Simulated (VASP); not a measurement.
# MgI2 (P-3m1) in VASP: a series of runs

Runs on MgI2. Level: PBE. Tasks: single point.

Everything below comes from runs of VASP 6.6.1. Logs are shortened: lines on timing, memory, paths and dates and some standing lists are left out, and cuts for length are marked.

## Step 1: The cell of the first run

The structure is trigonal, space group P-3m1 (No. 164). The conventional cell has a = 4.157 Å, b = 4.157 Å, c = 6.876 Å, α = 90.00°, β = 90.00°, γ = 120.00°. Mg (site symmetry -3m) has 6 I at 2.92 Å within 3.8 Å. I (site symmetry 3m) has 3 Mg at 2.92 Å within 3.8 Å.

## Step 2: Single point, PBE

Contents of INCAR:

```
SYSTEM = MgI2
PREC = Accurate
ENCUT = 520
EDIFF = 1E-7
ISMEAR = 0
SIGMA = 0.01
LREAL = .FALSE.
LASPH = .TRUE.
NELM = 80
ALGO = Normal
ISIF = 2
LWAVE = .FALSE.
LCHARG = .FALSE.
GGA = PE
NBANDS = 15
```

Contents of KPOINTS:

```
regular mesh
0
G
  6 6 4
  0 0 0
```

Contents of POSCAR:

```
MgI2
1.0
    4.1566377696      0.0000000000      0.0000000000
   -2.0783188848      3.5997539028      0.0000000000
    0.0000000000      0.0000000000      6.8756119060
Mg I
1 2
Direct
    0.0000000000      0.0000000000      0.0000000000
    0.3333333333      0.6666666667      0.2425739828
    0.6666666667      0.3333333333      0.7574260172
```

Potentials or basis: VASP PAW PBE potentials, release 64 (Mg, I).

The run is started by

```sh
$ cat potpaw_PBE.64/Mg/POTCAR potpaw_PBE.64/I/POTCAR > POTCAR
$ mpirun -np 1 vasp_std > vasp.out
```

OUTCAR:

```text
SYSTEM = MgI2
   PREC = Accurate
   ENCUT = 520
   EDIFF = 1E-7
   ISMEAR = 0
   LREAL = .FALSE.
   LASPH = .TRUE.
   NELM = 80
   ISIF = 2
   GGA = PE

 ion  position               nearest neighbor table
   1  0.000  0.000  0.000-   2 2.92   3 2.92   2 2.92   3 2.92   3 2.92   2 2.92
   2  0.333  0.667  0.243-   1 2.92   1 2.92   1 2.92
   3  0.667  0.333  0.757-   1 2.92   1 2.92   1 2.92

  LATTYP: Found a hexagonal cell.
 ALAT       =     4.1566377696
 C/A-ratio  =     1.6541282371

  Lattice vectors:

 A1 = (   4.1566377696,   0.0000000000,   0.0000000000)
 A2 = (  -2.0783188848,   3.5997539028,   0.0000000000)
 A3 = (   0.0000000000,   0.0000000000,   6.8756119060)

Analysis of symmetry for initial positions (statically):
=====================================================================
 Subroutine PRICEL returns:
 Original cell was already a primitive cell.

 Routine SETGRP: Setting up the symmetry group for a
 hexagonal supercell.

 Subroutine GETGRP returns: Found 12 space group operations
 (whereof 12 operations were pure point group operations)
 out of a pool of 24 trial point group operations.

The static configuration has the point symmetry D_3d.

Analysis of symmetry for dynamics (positions and initial velocities):
=====================================================================
 Subroutine PRICEL returns:
 Original cell was already a primitive cell.

 Routine SETGRP: Setting up the symmetry group for a
 hexagonal supercell.

 Subroutine GETGRP returns: Found 12 space group operations
 (whereof 12 operations were pure point group operations)
 out of a pool of 24 trial point group operations.

The dynamic configuration has the point symmetry D_3d.

 Subroutine INISYM returns: Found 12 space group operations
 (whereof 12 operations are pure point group operations),
 and found     1 'primitive' translations

----------------------------------------------------------------------------------------

                                     Primitive cell

  volume of cell :     102.8789

  direct lattice vectors                    reciprocal lattice vectors
     4.156637770  0.000000000  0.000000000     0.240579058  0.138898384  0.000000000
    -2.078318885  3.599753903  0.000000000     0.000000000  0.277796768  0.000000000
     0.000000000  0.000000000  6.875611906     0.000000000  0.000000000  0.145441600

  length of vectors
     4.156637770  4.156637770  6.875611906     0.277796768  0.277796768  0.145441600

  position of ions in fractional coordinates (direct lattice)
     0.000000000  0.000000000  0.000000000
     0.333333333  0.666666667  0.242573983
     0.666666667  0.333333333  0.757426017

  ion indices of the primitive-cell ions
   primitive index   ion index
                 1           1
                 2           2
                 3           3

----------------------------------------------------------------------------------------

 KPOINTS: regular mesh

Automatic generation of k-mesh.
 Grid dimensions read from file:
 generate k-points for:    6    6    4

 Generating k-lattice:

  Cartesian coordinates                     Fractional coordinates (reciprocal lattice)
     0.040096510  0.023149731  0.000000000     0.166666667  0.000000000  0.000000000
     0.000000000  0.046299461  0.000000000     0.000000000  0.166666667  0.000000000
     0.000000000  0.000000000  0.036360400     0.000000000  0.000000000  0.250000000

  Length of vectors
     0.046299461  0.046299461  0.036360400

  Shift w.r.t. Gamma in fractional coordinates (k-lattice)
     0.000000000  0.000000000  0.000000000

 Subroutine IBZKPT returns following result:
 ===========================================

 Found     24 irreducible k-points:

 Following reciprocal coordinates:
            Coordinates               Weight
  0.000000  0.000000  0.000000      1.000000
  0.166667  0.000000  0.000000      6.000000
  0.333333  0.000000  0.000000      6.000000
  0.500000  0.000000  0.000000      3.000000
  0.166667  0.166667  0.000000      6.000000
  0.333333  0.166667  0.000000     12.000000
[... 16 lines left out ...]
  0.333333  0.166667  0.500000     12.000000
  0.333333  0.333333  0.500000      2.000000
   k-points           NKPTS =     24   k-points in BZ     NKDIM =     24   number of bands    NBANDS=     15
   number of dos      NEDOS =    301   number of ions     NIONS =      3
   total plane-waves  NPLWV =  55296
   dimension x,y,z NGX =    32 NGY =   32 NGZ =   54
   dimension x,y,z NGXF=    64 NGYF=   64 NGZF=  108
   ions per type =               1   2
   NGX,Y,Z   is equivalent  to a cutoff of  12.80, 12.80, 13.06 a.u.
   NGXF,Y,Z  is equivalent  to a cutoff of  25.60, 25.60, 26.11 a.u.
 SYSTEM =  MgI2
   PREC   = accura    normal or accurate (medium, high low for compatibility)
   ISTART =      0    job   : 0-new  1-cont  2-samecut
   ICHARG =      2    charge: 1-file 2-atom 10-const
   ISPIN  =      1    spin polarized calculation?
   LNONCOLLINEAR =      F non collinear calculations
   LSORBIT =      F    spin-orbit coupling
   LASPH  =      T    aspherical Exc in radial PAW
   ENCUT  =  520.0 eV  38.22 Ry    6.18 a.u.   7.73  7.73 12.78*2*pi/ulx,y,z
   NELM   =     80;   NELMIN=  2; NELMDL= -5     # of ELM steps
   EDIFF  = 0.1E-06   stopping-criterion for ELM
   LREAL  =      F    real-space projection
   EDIFFG = 0.1E-05   stopping-criterion for IOM
   NSW    =      0    number of steps for IOM
   IBRION =     -1    ionic relax: 0-MD 1-quasi-New 2-CG
   NFREE  =      0    steps in history (QN), initial steepest desc. (CG)
   ISIF   =      2    stress and relaxation
   ISYM   =      2    0-nonsym 1-usesym 2-fastsym
   POTIM  = 0.5000    time-step for ionic-motion
   TEBEG  =    0.0;   TEEND  =   0.0 temperature during run
   PSTRESS=    0.0 pullay stress
   NELECT =      16.0000    total number of electrons
   NUPDOWN=      -1.0000    fix difference up-down
   EMIN   =  10.00;   EMAX   =-10.00  energy-range for DOS
   EFERMI =   0.00;   METHOD = LEGACY
   ISMEAR =     0;   SIGMA  =   0.01  broadening in eV -4-tet -1-fermi 0-gaus
   EFERMI_NEDOS =   21; number of points for ismear=-14 and -15
   IALGO  =     38    algorithm
   IMIX   =      4    mixing-type and parameters
     AMIX     =   0.40;   BMIX     =  1.00
     AMIX_MAG =   1.60;   BMIX_MAG =  1.00
  volume/ion in A,a.u.               =      34.29       231.42
  Fermi-wavevector in a.u.,A,eV,Ry     =   0.880385  1.663687 10.545577  0.775078
  Thomas-Fermi vector in A             =   2.000738
   LORBIT       =      0    0 simple, 1 ext, 2 COOP (PROOUT), +10 PAW based schemes
   GGA     = PE    functional components
   LHFCALC =     F    Hartree Fock is set to
   AEXX    =    0.0000 exact exchange contribution
   IVDW    =     0    specifies the selected vdW correction
   LEPSILON=     F    determine dielectric tensor
   LRPA    =     F    only Hartree local field effects (RPA)
 non-spin polarized calculation
 Gauss-broadening in eV      SIGMA  =   0.01
  energy-cutoff  :      520.00
  volume of cell :      102.88
 maximum number of plane-waves:      2802
 NGX is ok and might be reduce to    32
   NGX = 15   NGY = 15   NGZ = 25

 number of electron      16.0000001 magnetization

 Free energy of the ion-electron system (eV)
  ---------------------------------------------------
  ext. energy  EPLUGINS =         0.00000000
  ---------------------------------------------------
  free energy    TOTEN  =        -7.69819342 eV

  energy without entropy =       -7.69819342  energy(sigma->0) =       -7.69819342

 E-fermi :   2.3773     XC(G=0):  -8.2002

 val. band max:        2.2888504895   @ k =   0.0000   0.0000   0.0000
 cond. band min:       5.7986138128   @ k =   0.5000   0.0000   0.2500
 fundamental gap:      3.5097633234
 Fermi energy:         2.3773324530

 k-point     1 :       0.0000    0.0000    0.0000
  band No.  band energies     occupation
      1      -9.7834      2.00000
      2      -9.0767      2.00000
      3      -1.2448      2.00000
      4       1.8283      2.00000
      5       1.8283      2.00000
      6       2.2075      2.00000
      7       2.2075      2.00000
      8       2.2889      2.00000
      9       5.9674      0.00000
     10       7.0500      0.00000
     11       8.9682      0.00000
     12       8.9682      0.00000
     13       9.7571      0.00000
     14      10.4283      0.00000
     15      10.4283      0.00000

 k-point     2 :       0.1667    0.0000    0.0000
  band No.  band energies     occupation
      1      -9.6430      2.00000
      2      -9.0058      2.00000
      3      -1.0520      2.00000
      4       0.8440      2.00000
      5       1.3577      2.00000
      6       1.5194      2.00000
      7       2.1526      2.00000
      8       2.1892      2.00000
      9       6.8358      0.00000
     10       7.6782      0.00000
     11       8.4757      0.00000
     12       9.3304      0.00000
     13       9.4791      0.00000
     14      10.2811      0.00000
     15      10.8178      0.00000

 k-point     3 :       0.3333    0.0000    0.0000
  band No.  band energies     occupation
      1      -9.3080      2.00000
      2      -8.8818      2.00000
      3      -0.8835      2.00000
      4      -0.3048      2.00000
      5       0.3341      2.00000
      6       1.0807      2.00000
      7       1.8085      2.00000
      8       1.9421      2.00000
      9       6.3292      0.00000
     10       7.7442      0.00000
     11       8.2063      0.00000
     12       9.3612      0.00000
     13       9.8665      0.00000
     14      11.0132      0.00000
     15      11.3476      0.00000
[... 343 lines left out ...]
 k-point    23 :       0.3333    0.1667    0.5000
  band No.  band energies     occupation
      1      -9.0268      2.00000
      2      -8.9143      2.00000
      3      -1.1408      2.00000
      4      -0.6688      2.00000
      5       0.3473      2.00000
      6       0.7414      2.00000
      7       1.5772      2.00000
      8       1.7065      2.00000
      9       6.5571      0.00000
     10       7.8740      0.00000
     11       8.5349      0.00000
     12       9.1678      0.00000
     13       9.3852      0.00000
     14      10.5651      0.00000
     15      11.4878      0.00000

 k-point    24 :       0.3333    0.3333    0.5000
  band No.  band energies     occupation
      1      -8.9028      2.00000
      2      -8.9028      2.00000
      3      -0.8797      2.00000
      4      -0.4755      2.00000
      5      -0.4755      2.00000
      6       0.0772      2.00000
      7       1.7389      2.00000
      8       1.7389      2.00000
      9       7.0774      0.00000
     10       8.0508      0.00000
     11       8.0508      0.00000
     12       9.6246      0.00000
     13      10.5894      0.00000
     14      10.8564      0.00000
     15      11.0865      0.00000

------------------------ aborting loop because EDIFF is reached ----------------------------------------

  FORCE on cell =-STRESS in cart. coord.  units (eV):
  Direction    XX          YY          ZZ          XY          YZ          ZX
  --------------------------------------------------------------------------------------
  -------------------------------------------------------------------------------------
  Total        0.6506756      0.6506756      0.7838828      0.0000000      0.0000000      0.0000000
  in kB       10.1332508     10.1332508     12.2077422      0.0000000      0.0000000      0.0000000
  external PRESSURE =      10.8247479 kB  Pullay stress =       0.0000000 kB

 VOLUME and BASIS-vectors are now :
 -----------------------------------------------------------------------------
  energy-cutoff  :      520.00
  volume of cell :      102.88
      direct lattice vectors                 reciprocal lattice vectors
     4.156637770  0.000000000  0.000000000     0.240579058  0.138898384  0.000000000
    -2.078318885  3.599753903  0.000000000     0.000000000  0.277796768  0.000000000
     0.000000000  0.000000000  6.875611906     0.000000000  0.000000000  0.145441600

 POSITION                                       TOTAL-FORCE (eV/Angst)
 -----------------------------------------------------------------------------------
      0.00000      0.00000      0.00000        -0.000000      0.000000      0.000000
     -0.00000      2.39984      1.66784         0.000000     -0.000000      0.000710
      2.07832      1.19992      5.20777        -0.000000      0.000000     -0.000710
 -----------------------------------------------------------------------------------
    total drift:                               -0.000000      0.000000     -0.000000

  FREE ENERGIE OF THE ION-ELECTRON SYSTEM (eV)
  ---------------------------------------------------
  free  energy   TOTEN  =        -7.6981934205 eV

  energy  without entropy=       -7.6981934205  energy(sigma->0) =       -7.69819342
```

It took 51 s on 1 thread of AMD EPYC 7R13, shared host; peak memory 0.21 GiB.

What came out:

```
Free energy            : -7.6982 eV
Pressure               : 1.1 GPa
Band gap on the k mesh : 3.51 eV, indirect (least direct gap 3.68 eV)
```

Stress tensor (GPa, compression positive):
```
1.01 0.00 0.00
0.00 1.01 0.00
0.00 0.00 1.22
```

Caveat: spin-orbit coupling is left out, which moves the levels of the heavy elements; this functional lacks dispersion, which binds the layers, so the pressure and a relaxed spacing across them are unreliable. A k mesh can miss the band edges.

## Step 3: Single point, PBE

Contents of INCAR:

```
PREC = Accurate
ENCUT = 520
EDIFF = 1E-6
ISMEAR = 0
SIGMA = 0.01
LREAL = F
LASPH = T
NELM = 60
ALGO = Normal
ISIF = 2
LWAVE = F
LCHARG = F
GGA = PE
NBANDS = 15
```

Contents of KPOINTS:

```
Automatic mesh
0
Gamma
  6 6 4
```

POSCAR is that of step 2.

Potentials or basis: VASP PAW PBE potentials, release 64 (Mg, I).

The run is started by

```sh
$ cat potpaw_PBE.64/Mg/POTCAR potpaw_PBE.64/I/POTCAR > POTCAR
$ mpirun -np 1 vasp_std > vasp.out
```

It took 44 s on 1 thread of AMD EPYC 7R13, shared host; peak memory 0.2 GiB.

It converged, with:

- Free energy: -7.6982 eV
- Pressure: 1.1 GPa
- Band gap on the k mesh: 3.51 eV, indirect (least direct gap 3.68 eV)

Stress tensor (GPa, compression positive):
```
1.01 0.00 0.00
0.00 1.01 0.00
0.00 0.00 1.22
```

Levels at points of the mesh, in eV from the valence-band top:
```tsv
k point	band 5	band 6	band 7	band 8	band 9	band 10	band 11	band 12
(0.00, 0.00, 0.00)	-0.46	-0.08	-0.08	0.00	3.68	4.76	6.68	6.68
(0.50, 0.00, 0.00)	-1.86	-1.39	-0.91	-0.46	3.62	5.32	5.51	6.93
(0.00, 0.00, 0.50)	-0.36	-0.36	-0.18	-0.18	4.63	4.85	6.50	6.50
(0.50, 0.00, 0.50)	-1.22	-1.13	-0.80	-0.70	3.52	5.20	5.68	6.06
```

Caveat: spin-orbit coupling is left out, which moves the levels of the heavy elements; this functional lacks dispersion, which binds the layers, so the pressure and a relaxed spacing across them are unreliable.

## Step 4: Single point, PBE

Contents of INCAR:

```
SYSTEM = MgI2
PREC = Accurate
ENCUT = 520
EDIFF = 1E-6
ISMEAR = 0
SIGMA = 0.01
LREAL = .False.
LASPH = .True.
NELM = 100
ALGO = Normal
ISIF = 2
LWAVE = .False.
LCHARG = .False.
GGA = PE
NBANDS = 15
```

Contents of KPOINTS:

```
regular mesh
0
Gamma
  12 12 4
  0 0 0
```

POSCAR is that of step 3.

The run is started by

```sh
$ cat potpaw_PBE.64/Mg/POTCAR potpaw_PBE.64/I/POTCAR > POTCAR
$ mpirun -np 1 vasp_std > vasp.out
```

Wall time 1.8 min (1 thread of AMD EPYC 7R13, shared host); peak memory 0.26 GiB.

Results (log left out):

```
Free energy            : -7.6992 eV
Pressure               : 1.1 GPa
Band gap on the k mesh : 3.51 eV, indirect (least direct gap 3.68 eV)
```

Stress tensor (GPa, compression positive):
```
1.00 0.00 0.00
0.00 1.00 0.00
0.00 0.00 1.22
```

Levels at points of the mesh, in eV from the valence-band top:
```csv
k point,band 6,band 7,band 8,band 9,band 10,band 11
"(0.00, 0.00, 0.00)",-0.08,-0.08,0.00,3.68,4.76,6.68
"(0.50, 0.00, 0.00)",-1.39,-0.91,-0.46,3.62,5.32,5.51
"(0.00, 0.00, 0.50)",-0.36,-0.18,-0.18,4.63,4.85,6.50
"(0.50, 0.00, 0.50)",-1.13,-0.80,-0.70,3.52,5.20,5.68
```

Caveat: spin-orbit coupling is left out, which moves the levels of the heavy elements; this functional lacks dispersion, which binds the layers, so the pressure and a relaxed spacing across them are unreliable. A k mesh can miss the band edges.
